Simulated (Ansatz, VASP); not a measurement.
**One calculation of Li2Ru, two programs**

The input INCAR:

```
SYSTEM = Li2Ru
ALGO = Normal
EDIFF = 1E-6
ENCUT = 520
GGA = PE
ISIF = 2
ISMEAR = 0
ISPIN = 2
LASPH = .TRUE.
LCHARG = .FALSE.
LMAXMIX = 4
LORBIT = 11
LREAL = .FALSE.
LWAVE = .FALSE.
MAGMOM = 0 0 1
NBANDS = 21
NELM = 150
PREC = Accurate
SIGMA = 0.1
```

File KPOINTS:

```
k-points
0
G
  6 6 4
  0 0 0
```

POSCAR

```
Li2Ru
1.0
    2.6656960640      0.0000000000      0.0000000000
   -1.3328480320      2.3085605102      0.0000000000
    0.0000000000      0.0000000000      7.1056122686
Li Ru
2 1
Direct
    0.6666666667      0.3333333333      0.6899040367
    0.3333333333      0.6666666667      0.3100959633
    0.0000000000      0.0000000000      0.0000000000
```

Input for Ansatz:

```yaml
crystal:
  lattice:
    - [2.665696064, 0.0, 0.0]
    - [-1.332848032, 2.3085605102, 0.0]
    - [0.0, 0.0, 7.1056122686]
  atoms:
    - { symbol: Li, position: [0.6666666667, 0.3333333333, 0.6899040367] }
    - { symbol: Li, position: [0.3333333333, 0.6666666667, 0.3100959633] }
    - { symbol: Ru, position: [0.0, 0.0, 0.0], spin: 1.0 }
basis:
  ecutwfc: 420
kpoints:
  mp_grid: { grid: [6, 6, 4] }
hamiltonian:
  xc: pbe
scf:
  occupations: { method: gaussian, width: 0.1 }
  lower_state_search: "off"
output:
  forces: true
  stress: true
  eigenvalues: true
  populations: true
magnetization:
  spin_polarized: true
```

Alike in both runs: task single point; functional PBE; k mesh 6 × 6 × 4; occupations gaussian, width 0.1 eV; collinear spin.

|  | VASP | Ansatz |
| --- | --- | --- |
| version | VASP 6.6.1 | Ansatz 0.2.0 |
| potentials or method | VASP PAW PBE potentials, release 64 (Li_sv, Ru_pv), cutoff 520 eV | scalar-relativistic, plane waves, PAW |
| valence electrons in the cell | 20 | 22 |

```tsv
	VASP	Ansatz	Ansatz less VASP
gap on the k mesh at the Fermi level (eV)	none	none	-
rms of the force components (eV/Å)	0.014	0.013	-0.0012
net moment per atom (μB)	0.06	0.06	0.000
size of the moment on the site where the two differ most (μB)	0.20	0.19	-0.008
```

Site moments also hang on the region over which each program counts them. Atom by atom the forces differ by 0.001 eV/Å (rms over components). A gap of «none» marks a metal or a gap that the smearing closes. VASP's potentials hold 20 valence electrons a cell and Ansatz's 22, so a difference there can come from the potentials and not from the codes.

The k mesh is coarse, so the values compare programs but aren't converged. Noted on VASP's run: the cutoff is short for stress, so the pressure is rough.
